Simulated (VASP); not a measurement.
**GaN: single point with r2SCAN**

Crystal: GaN.

```
Ga N
1.0
     3.02399    0.00000    0.00000
    -1.51200    2.61885    0.00000
     0.00000    0.00000    4.92444
Ga N
2 2
Cartesian
  0.0000 1.7459 -0.0034
  1.5120 0.8730 2.4588
  0.0000 1.7459 1.8501
  1.5120 0.8730 4.3123
```

This cell differs from its parent crystal: strain -5.0%.

```
Program                : VASP 6.6.1
Task                   : single point
Functional             : r2SCAN
Potentials or basis    : VASP PAW PBE potentials, release 64 (Ga_d, N)
Cutoff                 : 520 eV
k mesh                 : 12 × 12 × 6
Occupations            : gaussian, width 0.01 eV
Spin                   : no spin polarisation
Dipole correction      : no
Further INCAR settings : ALGO = Normal; EDIFF = 1e-07; NBANDS = 26
```

```
Pressure               : 43.8 GPa
Largest force          : 0.005 eV/Å
Band gap on the k mesh : 3.40 eV, direct
```

Forces in eV/Å, atoms in the order of the input:
```
Ga   0.000  0.000  0.005
Ga   0.000  0.000  0.005
N    0.000  0.000 -0.005
N    0.000  0.000 -0.005
```

Stress tensor (GPa, compression positive):
```
43.68  0.00  0.00
 0.00 43.68  0.00
 0.00  0.00 44.06
```

Levels at points of the mesh, in eV from the valence-band top:
```
           k point  band 15  band 16  band 17  band 18  band 19  band 20  band 21  band 22
(0.00, 0.00, 0.00)    -1.29    -0.06     0.00     0.00     3.40     5.88    10.90    11.52
(0.50, 0.00, 0.00)    -5.07    -3.45    -2.74    -1.25     6.03     6.68     7.37    10.73
(0.00, 0.00, 0.50)    -0.66    -0.66    -0.66    -0.66     5.81     5.81    10.05    10.05
(0.50, 0.00, 0.50)    -2.43    -2.43    -2.32    -2.32     5.37     5.37     9.40     9.40
```

Wall time 110 s on 1 thread of Intel(R) Xeon(R) 6975P-C (Granite Rapids), on a shared host, peak memory 0.21 GiB.

Caveat: the cell differs from its parent crystal (strain -5.0%); the PAW data sets were made with another functional, which shifts forces and pressure a little. A k mesh can miss the band edges.
